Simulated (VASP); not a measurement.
Wanted: the native input for a VASP 6.6.1 run.

```
Task                   : relaxation of cell and atoms
Functional             : PBEsol
Potentials or basis    : VASP PAW PBE potentials, release 64 (Ba_sv, Zr_sv, O)
Cutoff                 : 600 eV
k mesh                 : 6 × 6 × 6
Occupations            : fermi-dirac, width 0.05 eV
Spin                   : no spin polarisation
Hubbard terms          : Zr d U = 3.0 eV
Dipole correction      : no
Further INCAR settings : ALGO = Normal; EDIFF = 1e-06; IBRION = 2; EDIFFG = -0.01; NSW = 60; ISIF = 3
```

The structure of BaZrO3 lies in POSCAR:

```
BaZrO3
1.0
    4.1913400000      0.0000000000      0.0000000000
    0.0000000000      4.1913400000      0.0000000000
    0.0000000000      0.0000000000      4.1913400000
Ba Zr O
1 1 3
Direct
    0.0000000000      0.0000000000      0.0000000000
    0.5000000000      0.5000000000      0.5000000000
    0.5000000000      0.5000000000      0.0000000000
    0.5000000000      0.0000000000      0.5000000000
    0.0000000000      0.5000000000      0.5000000000
```

One way to write it, as run:

INCAR

```
SYSTEM = BaZrO3
PREC = Accurate
ENCUT = 600
EDIFF = 1E-6
ISMEAR = -1
SIGMA = 0.05
LREAL = .FALSE.
LASPH = .TRUE.
NELM = 150
ALGO = Normal
ISIF = 3
LWAVE = .FALSE.
LCHARG = .FALSE.
LMAXMIX = 4
LDAU = .TRUE.
LDAUTYPE = 2
LDAUL = -1 2 -1
LDAUU = 0 3 0
LDAUJ = 0 0 0
LDAUPRINT = 1
GGA = PS
IBRION = 2
NSW = 60
EDIFFG = -0.01
```

KPOINTS

```
regular mesh
0
G
  6 6 6
  0 0 0
```

Potentials or basis: VASP PAW PBE potentials, release 64 (Ba_sv, Zr_sv, O).

Run with:

```sh
$ cat potpaw_PBE.64/Ba_sv/POTCAR potpaw_PBE.64/Zr_sv/POTCAR potpaw_PBE.64/O/POTCAR > POTCAR
$ mpirun -np 1 vasp_std > vasp.out
```

It gave:

The relaxed volume is 14.98 Å³/atom and the relaxed cell is a = 4.216 Å, b = 4.216 Å, c = 4.216 Å, α = 90.00°, β = 90.00°, γ = 90.00°. The space group after relaxing (to 0.1 Å) is Pm-3m (No. 221). The energy gained by relaxing is 2.2 meV/atom and the ionic steps are 3. The pressure after relaxing is 0.0 GPa. The band gap on the k mesh is 3.49 eV (least direct gap 3.78 eV).

Caveat: the PAW data sets were made with another functional, which shifts forces and pressure a little; spin-orbit coupling is left out, which moves the levels of the heavy elements.

Wall time 44 s on 1 thread of Intel(R) Xeon(R) 6975P-C (Granite Rapids), on a shared host, peak memory 0.24 GiB.
